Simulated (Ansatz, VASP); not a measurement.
**Two plane-wave programs on HfB2**

```
Hf B
1.0
     3.35157    0.00000    0.00000
     0.00000    3.35157    0.00000
     0.00000    0.00000    3.18409
Hf B
1 2
Direct
  0.50000 0.50000 0.50000
  0.00000 0.00000 0.50000
  0.00000 0.00000 0.00000
```

Alike in both runs: functional PBE; k mesh 6 × 6 × 6; occupations gaussian, width 0.1 eV; no spin polarisation.

Ansatz relaxed the structure, and its values are those at the end. VASP's run is a single point on that final structure, the one shown.

|  | VASP | Ansatz |
| --- | --- | --- |
| version | VASP 6.6.1 | Ansatz 0.2.0 |
| potentials or method | VASP PAW PBE potentials, release 64 (Hf_pv, B), cutoff 520 eV | scalar-relativistic, plane waves, PAW |
| valence electrons in the cell | 16 | 32 |

Ansatz gave:

- gap on the k mesh at the Fermi level (eV): none
- pressure (GPa): 0.0

Question: Which values does VASP return?

Answer: gap on the k mesh at the Fermi level (eV): none; pressure (GPa): -0.4.

A gap of «none» marks a metal or a gap that the smearing closes. The functional is the same, so the differences come from potentials, cutoffs and numerics. VASP's potentials hold 16 valence electrons a cell and Ansatz's 32, so a difference there can come from the potentials and not from the codes.

Spin-orbit coupling is off throughout.
